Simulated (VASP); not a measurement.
Wanted: the native input for a VASP 6.6.1 run.

* Task: single point
* Functional: PBE
* Potentials or basis: VASP PAW PBE potentials, release 64 (Ba_sv)
* Cutoff: 520 eV
* k mesh: 12 × 12 × 12
* Occupations: fermi-dirac, width 0.05 eV
* Spin: no spin polarisation
* Dipole correction: no
* Further INCAR settings: ALGO = Normal; EDIFF = 1e-06; NBANDS = 11

The structure of Ba lies in POSCAR:

```
Ba
1.0
   -2.3216264560      2.3216264560      2.3216264560
    2.3216264560     -2.3216264560      2.3216264560
    2.3216264560      2.3216264560     -2.3216264560
Ba
1
Direct
    0.0000000000      0.0000000000      0.0000000000
```

These files were run (other wordings do the same):

INCAR

```
ALGO     = Normal         # electronic algorithm
EDIFF    = 1E-6           # SCF threshold, eV
ENCUT    = 520            # plane-wave cutoff, eV
GGA      = PE             # functional
ISIF     = 2              # what is computed and relaxed
ISMEAR   = -1             # smearing method
LASPH    = T              # aspherical terms in the spheres
LCHARG   = F              # write CHGCAR
LREAL    = F              # projectors in reciprocal space
LWAVE    = F              # write WAVECAR
NBANDS   = 11             # bands
NELM     = 100            # most SCF steps
PREC     = Accurate       # precision mode
SIGMA    = 0.05           # smearing width, eV
```

KPOINTS

```
k-points
0
Gamma
  12 12 12
```

Potentials or basis: VASP PAW PBE potentials, release 64 (Ba_sv).

The run is started by

```console
$ cat potpaw_PBE.64/Ba_sv/POTCAR > POTCAR
$ mpirun -np 1 vasp_std > vasp.out
```

It gave:

- Pressure: 3.0 GPa
- Band gap on the k mesh: zero (bands 5 and 6 overlap by 1.71 eV)

Caveat: spin-orbit coupling is left out, which moves the levels of the heavy elements.

Run time: 28 s on 1 thread of Intel Xeon 8259CL, on a shared host, peak memory 0.19 GiB.
